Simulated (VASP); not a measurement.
SrB2Pt:

```
CELL_PARAMETERS angstrom
4.45725 0.00000 0.00000
0.00000 4.45725 0.00000
0.00000 0.00000 3.15176
ATOMIC_POSITIONS crystal
Sr 0.00000 0.00000 0.50000
B 0.00000 0.50000 0.00000
B 0.50000 0.00000 0.00000
Pt 0.50000 0.50000 0.50000
```

```yaml
Program: VASP 6.6.1
Task: relaxation of cell and atoms
Functional: PBE
Potentials_or_basis: VASP PAW PBE potentials, release 64 (Sr_sv, B, Pt)
Cutoff: 600 eV
k_mesh: 10 × 10 × 14
Occupations: gaussian, width 0.1 eV
Spin: no spin polarisation
```

At the start: pressure -1.6 GPa; volume 15.65 Å³/atom.

**Question.** How do energy, volume and symmetry change on relaxing?

**Answer.** Over 10 steps the energy falls by 25.0 meV/atom and the volume is 16.22 Å³/atom (+3.6 %); space group P4/mmm (No. 123, to 0.1 Å) before and after.

The path:
```csv
step,energy change (eV),largest force (eV/Å),pressure (GPa),volume (Å³)
1,0.0000,0.0000,-1.59,62.62
2,-0.0104,0.0000,0.47,61.21
3,-0.0104,0.0000,0.43,61.24
4,-0.0133,0.0000,0.39,61.40
5,-0.0224,0.0000,0.43,61.86
6,-0.0463,0.0000,0.55,62.73
7,-0.0923,0.0000,0.23,64.25
8,-0.0282,0.0000,-0.83,66.46
9,-0.0999,0.0000,-0.03,64.81
10,-0.1000,0.0000,-0.08,64.89
```

Final structure:
```xyz
4
Lattice="4.2048 0.0000 0.0000 0.0000 4.2048 0.0000 0.0000 0.0000 3.6704" Properties=species:S:1:pos:R:3 pbc="T T T"
Sr    0.0000    4.2048    1.8352
B     0.0000    2.1024    3.6704
B     2.1024    4.2048    3.6704
Pt    2.1024    2.1024    1.8352
```

Caveat: a cell axis changed by over 15 % at a fixed basis, so the end point is rough.
